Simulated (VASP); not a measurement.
Ru, 2 atoms in the cell. It takes space group P6_3/mmc (No. 194, hexagonal). The conventional cell has a = 2.622 Å, b = 2.622 Å, c = 4.039 Å, α = 90.00°, β = 90.00°, γ = 120.00°. Ru (site symmetry -6m2) has 12 Ru at 2.52 to 2.62 Å within 3.3 Å.  This cell differs from its parent crystal: strain -0.025 along x and y, -0.050 along z.

* Program: VASP 6.6.1
* Task: single point
* Functional: PBEsol
* Potentials or basis: VASP PAW PBE potentials, release 64 (Ru_pv)
* Cutoff: 520 eV
* k mesh: 24 × 24 × 14
* Occupations: gaussian, width 0.15 eV
* Spin: no spin polarisation
* Dipole correction: no
* Further INCAR settings: ALGO = Fast; EDIFF = 1e-07; NBANDS = 21

Potentials or basis: VASP PAW PBE potentials, release 64 (Ru_pv).

Command:

```sh
$ cat potpaw_PBE.64/Ru_pv/POTCAR > POTCAR
$ mpirun -np 1 vasp_std > vasp.out
```

Hardware: 1 thread of Intel(R) Xeon(R) 6975P-C (Granite Rapids) (shared host).

Task: How long does it take, and how much memory?

Result: It took 100 s on 1 thread of Intel(R) Xeon(R) 6975P-C (Granite Rapids), on a shared host, peak memory 0.29 GiB. Counts: scf iterations 14, k points 488.
